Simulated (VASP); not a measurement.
Set up this calculation in VASP 6.6.1, as the native input.

* Task: single point
* Functional: PBEsol
* Potentials or basis: VASP PAW PBE potentials, release 64 (Mo_sv)
* Cutoff: 520 eV
* k mesh: 15 × 15 × 1
* Occupations: methfessel-paxton, width 0.1 eV
* Spin: no spin polarisation
* Dipole correction: yes
* Further INCAR settings: ALGO = Normal; EDIFF = 1e-06; NBANDS = 58

The structure of Mo lies in POSCAR:

```
Mo
1.0
    3.1294554230      0.0000000000      0.0000000000
    1.5647277120      2.2128591510      0.0000000000
    0.0000000000      0.0000000000     37.2771549080
Mo
7
Direct
    0.0000000000      0.0000000000      0.3219129794
    0.5000000000      1.0000000000      0.3812753196
    0.0000000000      0.0000000000      0.4406376598
    0.5000000000      1.0000000000      0.5000000000
    0.0000000000      0.0000000000      0.5593623402
    0.5000000000      1.0000000000      0.6187246804
    0.0000000000      0.0000000000      0.6780870206
```

The input as run:

INCAR

```
  PREC = Accurate
  ENCUT = 520
  EDIFF = 1E-6
  ISMEAR = 1
  SIGMA = 0.1
  LREAL = F
  LASPH = T
  NELM = 60
  ALGO = Normal
  ISIF = 2
  LWAVE = F
  LCHARG = T
  LDIPOL = T
  IDIPOL = 3
  DIPOL = 0.5 0.5 0.500
  GGA = PS
  LELF = T
  LVHAR = T
  LVACPOTAV = T
  NBANDS = 58
```

KPOINTS

```
Automatic mesh
0
Gamma
  15 15 1
```

Potentials or basis: VASP PAW PBE potentials, release 64 (Mo_sv).

The run is started by

```console
$ cat potpaw_PBE.64/Mo_sv/POTCAR > POTCAR
$ mpirun -np 1 vasp_std > vasp.out
```

Results of the run:

The largest force is 0.663 eV/Å. The band gap on the k mesh is zero (bands 49 and 50 overlap by 2.22 eV).

Caveat: the PAW data sets were made with another functional, which shifts forces and pressure a little.

Run time: 40 min on 1 thread of Oxide Virtual Turin-like Processor (shared host), peak memory 0.75 GiB.
